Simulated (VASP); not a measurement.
# Si (P1) in VASP: single point with LDA

Aim: the single point of Si with LDA.

Everything below comes from runs of VASP 6.6.1. Logs are shortened: lines on timing, memory, paths and dates and some standing lists are left out, and cuts for length are marked.

**1. The cell of the first run**

The typed cell holds 16 atoms: a = 5.688 Å, b = 5.688 Å, c = 9.574 Å, α = 101.42°, β = 78.58°, γ = 109.47°.

**2. Single point, LDA**

File INCAR:

```
PREC = Accurate
ENCUT = 500
EDIFF = 1E-6
ISMEAR = 0
SIGMA = 0.15
LREAL = False
LASPH = True
NELM = 120
ALGO = Normal
ISIF = 2
LWAVE = False
LCHARG = False
NBANDS = 46
GGA_COMPAT = False
```

File KPOINTS:

```
Automatic mesh
0
Gamma
  7 7 4
```

File POSCAR:

```
Si
1.0
   -3.2836945321      3.2836945321     -3.2836945321
   -3.2836945321     -3.2836945321      3.2836945321
    0.0000000000      8.2092363302      4.9255417982
Si
16
Direct
    0.6974726919      1.0980436151      0.8011418465
    0.3224726919      0.4730436151      0.3011418465
    0.0127750000      1.1917086931      0.9489000000
    0.6377750000      0.5667086931      0.4489000000
    0.4360936151      0.3594226919      0.8466581535
    0.0610936151      0.7344226919      0.3466581535
    0.5297586931      0.6747250000      0.6989000000
    0.1547586931      0.0497250000      0.1989000000
    0.5780773081      0.6264063849      0.0966581535
   -0.0469226919      0.2514063849      0.5966581535
    0.0127750000      0.7827413069      0.9489000000
    0.6377750000      0.1577413069      0.4489000000
    0.8394563849      0.3650273081      0.0511418465
    0.2144563849      0.9900273081      0.5511418465
    0.1207913069      0.6747250000      0.6989000000
    0.7457913069      0.0497250000      0.1989000000
```

Potentials or basis: VASP PAW LDA potentials, release 64 (Si).

Run with:

```sh
$ cat potpaw_LDA.64/Si/POTCAR > POTCAR
$ mpirun -np 1 vasp_std > vasp.out
```

OUTCAR:

```text
PREC = Accurate
   ENCUT = 500
   EDIFF = 1E-6
   ISMEAR = 0
   LREAL = False
   LASPH = True
   NELM = 120
   ISIF = 2

 ion  position               nearest neighbor table
   1  0.697  0.098  0.801-  10 2.33   3 2.36   7 2.36   5 2.36  13 2.68
   2  0.322  0.473  0.301-   9 2.33   4 2.36   8 2.36   6 2.36
   3  0.013  0.192  0.949-  13 1.67  11 2.33   1 2.36   5 2.36  16 2.68   8 3.00
   4  0.638  0.567  0.449-  12 2.33   2 2.36   6 2.36   7 2.36
   5  0.436  0.359  0.847-   7 2.36   3 2.36   1 2.36   9 2.68
   6  0.061  0.734  0.347-  14 2.33   8 2.36   4 2.36   2 2.36
   7  0.530  0.675  0.699-  15 2.33   5 2.36   1 2.36   4 2.36
   8  0.155  0.050  0.199-  16 2.33   6 2.36   2 2.36  11 2.68   3 3.00
   9  0.578  0.626  0.097-   2 2.33  16 2.36  13 2.36  11 2.56   5 2.68
  10  0.953  0.251  0.597-   1 2.33  12 2.36  15 2.36  14 2.36
  11  0.013  0.783  0.949-   3 2.33  15 2.36  13 2.56   9 2.56   8 2.68  16 3.00
  12  0.638  0.158  0.449-   4 2.33  10 2.36  14 2.36  16 2.36
  13  0.839  0.365  0.051-   3 1.67  16 2.36   9 2.36  11 2.56   1 2.68
  14  0.214  0.990  0.551-   6 2.33  15 2.36  12 2.36  10 2.36
  15  0.121  0.675  0.699-   7 2.33  14 2.36  10 2.36  11 2.36
  16  0.746  0.050  0.199-   8 2.33  13 2.36   9 2.36  12 2.36   3 2.68  11 3.00

  LATTYP: Found a base centered monoclinic cell.
 ALAT       =     9.2876906840
 B/A-ratio  =     0.7071067812
 C/A-ratio  =     1.0307764064
 COS(beta)  =    -0.2425356250

  Lattice vectors:

 A1 = (  -3.2836945321,  -3.2836945321,   3.2836945321)
 A2 = (   3.2836945321,  -3.2836945321,   3.2836945321)
 A3 = (   0.0000000000,   8.2092363302,   4.9255417982)

Analysis of symmetry for initial positions (statically):
=====================================================================
 Subroutine PRICEL returns:
 Original cell was already a primitive cell.

 Routine SETGRP: Setting up the symmetry group for a
 base centered monoclinic supercell.

 Subroutine GETGRP returns: Found  1 space group operations
 (whereof  1 operations were pure point group operations)
 out of a pool of  4 trial point group operations.

The static configuration has the point symmetry C_1 .

Analysis of symmetry for dynamics (positions and initial velocities):
=====================================================================
 Subroutine PRICEL returns:
 Original cell was already a primitive cell.

 Routine SETGRP: Setting up the symmetry group for a
 base centered monoclinic supercell.

 Subroutine GETGRP returns: Found  1 space group operations
 (whereof  1 operations were pure point group operations)
 out of a pool of  4 trial point group operations.

The dynamic configuration has the point symmetry C_1 .

 Subroutine INISYM returns: Found  1 space group operations
 (whereof  1 operations are pure point group operations),
 and found     1 'primitive' translations

----------------------------------------------------------------------------------------

                                     Primitive cell

  volume of cell :     283.2554

  direct lattice vectors                    reciprocal lattice vectors
    -3.283694532  3.283694532 -3.283694532    -0.152267513  0.057100317 -0.095167196
    -3.283694532 -3.283694532  3.283694532    -0.152267513 -0.057100317  0.095167196
     0.000000000  8.209236330  4.925541798     0.000000000  0.076133757  0.076133757

  length of vectors
     5.687525766  5.687525766  9.573532427     0.188421434  0.188421434  0.107669391

  position of ions in fractional coordinates (direct lattice)
     0.697472692  0.098043615  0.801141847
     0.322472692  0.473043615  0.301141847
     0.012775000  0.191708693  0.948900000
     0.637775000  0.566708693  0.448900000
     0.436093615  0.359422692  0.846658154
     0.061093615  0.734422692  0.346658154
[... 8 lines left out ...]
     0.120791307  0.674725000  0.698900000
     0.745791307  0.049725000  0.198900000

  ion indices of the primitive-cell ions
   primitive index   ion index
                 1           1
                 2           2
                 3           3
                 4           4
                 5           5
                 6           6
[... 8 lines left out ...]
                15          15
                16          16

----------------------------------------------------------------------------------------

 KPOINTS: Automatic mesh

Automatic generation of k-mesh.
 Grid dimensions read from file:
 generate k-points for:    7    7    4

 Generating k-lattice:

  Cartesian coordinates                     Fractional coordinates (reciprocal lattice)
    -0.021752502  0.008157188 -0.013595314     0.142857143  0.000000000 -0.000000000
    -0.021752502 -0.008157188  0.013595314     0.000000000  0.142857143  0.000000000
     0.000000000  0.019033439  0.019033439     0.000000000  0.000000000  0.250000000

  Length of vectors
     0.026917348  0.026917348  0.026917348

  Shift w.r.t. Gamma in fractional coordinates (k-lattice)
     0.000000000  0.000000000  0.000000000

 Subroutine IBZKPT returns following result:
 ===========================================

 Found     99 irreducible k-points:

 Following reciprocal coordinates:
            Coordinates               Weight
  0.000000  0.000000  0.000000      1.000000
  0.142857  0.000000  0.000000      2.000000
  0.000000  0.142857 -0.000000      2.000000
  0.285714  0.000000  0.000000      2.000000
  0.000000  0.285714 -0.000000      2.000000
  0.428571  0.000000  0.000000      2.000000
[... 16 lines left out ...]
 -0.285714  0.285714 -0.000000      2.000000
  0.428571  0.428571  0.000000      2.000000
 [... further k-points ...]
   k-points           NKPTS =     99   k-points in BZ     NKDIM =     99   number of bands    NBANDS=     46
   number of dos      NEDOS =    301   number of ions     NIONS =     16
   total plane-waves  NPLWV = 123480
   dimension x,y,z NGX =    42 NGY =   42 NGZ =   70
   dimension x,y,z NGXF=    84 NGYF=   84 NGZF=  140
   ions per type =              16
   NGX,Y,Z   is equivalent  to a cutoff of  12.28, 12.28, 12.16 a.u.
   NGXF,Y,Z  is equivalent  to a cutoff of  24.55, 24.55, 24.31 a.u.
 SYSTEM =  unknown system
   PREC   = accura    normal or accurate (medium, high low for compatibility)
   ISTART =      0    job   : 0-new  1-cont  2-samecut
   ICHARG =      2    charge: 1-file 2-atom 10-const
   ISPIN  =      1    spin polarized calculation?
   LNONCOLLINEAR =      F non collinear calculations
   LSORBIT =      F    spin-orbit coupling
   LASPH  =      T    aspherical Exc in radial PAW
   ENCUT  =  500.0 eV  36.75 Ry    6.06 a.u.  10.37 10.37 17.45*2*pi/ulx,y,z
   NELM   =    120;   NELMIN=  2; NELMDL= -5     # of ELM steps
   EDIFF  = 0.1E-05   stopping-criterion for ELM
   LREAL  =      F    real-space projection
   EDIFFG = 0.1E-04   stopping-criterion for IOM
   NSW    =      0    number of steps for IOM
   IBRION =     -1    ionic relax: 0-MD 1-quasi-New 2-CG
   NFREE  =      0    steps in history (QN), initial steepest desc. (CG)
   ISIF   =      2    stress and relaxation
   ISYM   =      2    0-nonsym 1-usesym 2-fastsym
   POTIM  = 0.5000    time-step for ionic-motion
   TEBEG  =    0.0;   TEEND  =   0.0 temperature during run
   PSTRESS=    0.0 pullay stress
   NELECT =      64.0000    total number of electrons
   NUPDOWN=      -1.0000    fix difference up-down
   EMIN   =  10.00;   EMAX   =-10.00  energy-range for DOS
   EFERMI =   0.00;   METHOD = LEGACY
   ISMEAR =     0;   SIGMA  =   0.15  broadening in eV -4-tet -1-fermi 0-gaus
   EFERMI_NEDOS =   21; number of points for ismear=-14 and -15
   IALGO  =     38    algorithm
   IMIX   =      4    mixing-type and parameters
     AMIX     =   0.40;   BMIX     =  1.00
     AMIX_MAG =   1.60;   BMIX_MAG =  1.00
  volume/ion in A,a.u.               =      17.70       119.47
  Fermi-wavevector in a.u.,A,eV,Ry     =   0.997108  1.884260 13.527236  0.994224
  Thomas-Fermi vector in A             =   2.129242
   LORBIT       =      0    0 simple, 1 ext, 2 COOP (PROOUT), +10 PAW based schemes
   GGA     = CA    functional components
   LHFCALC =     F    Hartree Fock is set to
   AEXX    =    0.0000 exact exchange contribution
   IVDW    =     0    specifies the selected vdW correction
   LEPSILON=     F    determine dielectric tensor
   LRPA    =     F    only Hartree local field effects (RPA)
 non-spin polarized calculation
 Gauss-broadening in eV      SIGMA  =   0.15
  energy-cutoff  :      500.00
  volume of cell :      283.26
 maximum number of plane-waves:      7220
 NGX is ok and might be reduce to    42
   NGX = 21   NGY = 21   NGZ = 35

 number of electron      64.0000000 magnetization

 Free energy of the ion-electron system (eV)
  ---------------------------------------------------
  ext. energy  EPLUGINS =         0.00000000
  ---------------------------------------------------
  free energy    TOTEN  =       -85.69263328 eV

  energy without entropy =      -85.63754675  energy(sigma->0) =      -85.66509002

 E-fermi :   7.2576     XC(G=0): -10.1964

 val. band max:        7.2490716635   @ k =   0.1429   0.4286   0.2500
 cond. band min:       7.2584185205   @ k =   0.2857   0.1429   0.2500
 fundamental gap:      0.0093468570
 Fermi energy:         7.2576464623

 k-point     1 :       0.0000    0.0000    0.0000
  band No.  band energies     occupation
      1      -6.0180      2.00000
      2      -4.5296      2.00000
      3      -4.0533      2.00000
      4      -2.1047      2.00000
      5      -1.6358      2.00000
      6      -1.2812      2.00000
[... 36 lines left out ...]
     43      10.8253      0.00000
     44      10.9006      0.00000

 k-point     2 :       0.1429    0.0000    0.0000
  band No.  band energies     occupation
      1      -5.9505      2.00000
      2      -4.4835      2.00000
      3      -3.9478      2.00000
      4      -2.3592      2.00000
      5      -1.9220      2.00000
      6      -1.6872      2.00000
[... 1026 lines left out ...]
 k-point    24 :       0.4286    0.4286    0.0000
  band No.  band energies     occupation
      1      -5.1183      2.00000
      2      -4.1170      2.00000
      3      -3.5021      2.00000
      4      -3.4493      2.00000
      5      -2.9405      2.00000
      6      -2.1878      2.00000
[... 36 lines left out ...]
     43      10.0884      0.00000
     44      10.3436      0.00000

 [... further k-points ...]

 [bands above 44 left out]

------------------------ aborting loop because EDIFF is reached ----------------------------------------

  FORCE on cell =-STRESS in cart. coord.  units (eV):
  Direction    XX          YY          ZZ          XY          YZ          ZX
  --------------------------------------------------------------------------------------
  -------------------------------------------------------------------------------------
  Total        0.9148132      3.1295988     35.1116194      3.3263421     -7.0652989      3.9407776
  in kB        5.1744566     17.7019461    198.6018119     18.8147850    -39.9634419     22.2902159
  external PRESSURE =      73.8260715 kB  Pullay stress =       0.0000000 kB

 VOLUME and BASIS-vectors are now :
 -----------------------------------------------------------------------------
  energy-cutoff  :      500.00
  volume of cell :      283.26
      direct lattice vectors                 reciprocal lattice vectors
    -3.283694532  3.283694532 -3.283694532    -0.152267513  0.057100317 -0.095167196
    -3.283694532 -3.283694532  3.283694532    -0.152267513 -0.057100317  0.095167196
     0.000000000  8.209236330  4.925541798     0.000000000  0.076133757  0.076133757

 POSITION                                       TOTAL-FORCE (eV/Angst)
 -----------------------------------------------------------------------------------
     -2.61223      8.54510      1.97772         0.229470     -0.393974      0.099002
     -2.61223      1.97772      1.97772         0.367290      0.079776      0.216711
     -0.67146      7.20218      5.26141        -0.541212      3.519585    -22.204690
     -3.95516      3.91849      1.97772        -0.180301     -0.067141     -0.126715
     -2.61223      7.20218      3.91849        -0.605575      0.392600      0.462780
     -2.61223      0.63479      3.91849         0.080400     -0.219105     -0.085316
[... 8 lines left out ...]
     -2.61223      3.91849      5.26141        -0.032005     -0.235384     -0.094385
     -2.61223      3.91849     -1.30598         0.373942      0.320477      0.559474
 -----------------------------------------------------------------------------------
    total drift:                               -0.000110      0.000004      0.000102

  FREE ENERGIE OF THE ION-ELECTRON SYSTEM (eV)
  ---------------------------------------------------
  free  energy   TOTEN  =       -85.6926332849 eV

  energy  without entropy=      -85.6375467524  energy(sigma->0) =      -85.66509002
```

Run time: 12 min. Hardware: 1 thread of AMD EPYC 9R45 (Zen 5), shared host; peak memory 0.76 GiB.

Results:

| Quantity | Value |
| --- | --- |
| Free energy | -85.6926 eV |
| Pressure | 7.4 GPa |
| Largest force | 22.784 eV/Å |
| Band gap on the k mesh | zero (band 32 reaches 7.42 eV, above the bottom of band 33 at 6.91 eV) |

Forces on the atoms (eV/Å):
```
Si    0.229  -0.394   0.099
Si    0.367   0.080   0.217
Si   -0.541   3.520 -22.205
Si   -0.180  -0.067  -0.127
Si   -0.606   0.393   0.463
Si    0.080  -0.219  -0.085
Si    0.011   0.276   0.057
Si    0.331   0.278  -0.705
Si    0.473  -0.984  -1.232
Si   -0.169   0.060  -0.118
Si   -0.465   0.405   0.405
Si    0.247   0.227   0.123
Si    0.050  -3.797  22.465
Si   -0.170   0.139   0.178
Si   -0.032  -0.235  -0.094
Si    0.374   0.320   0.559
```

Stress tensor (GPa, compression positive):
```
 0.52  1.88  2.23
 1.88  1.77 -4.00
 2.23 -4.00 19.86
```

Levels at points of the mesh, in eV from the Fermi level:
| k point | band 30 | band 31 | band 32 | band 33 | band 34 | band 35 |
| --- | --- | --- | --- | --- | --- | --- |
| (0.00, 0.00, 0.00) | -1.07 | -0.85 | 0.13 | 0.80 | 1.05 | 1.24 |
| (0.00, 0.00, 0.50) | -1.23 | -0.88 | -0.23 | 0.04 | 0.52 | 1.12 |

Caveat: forces of over 1 eV/Å act on the atoms, so gaps and moduli don't describe the material at rest.
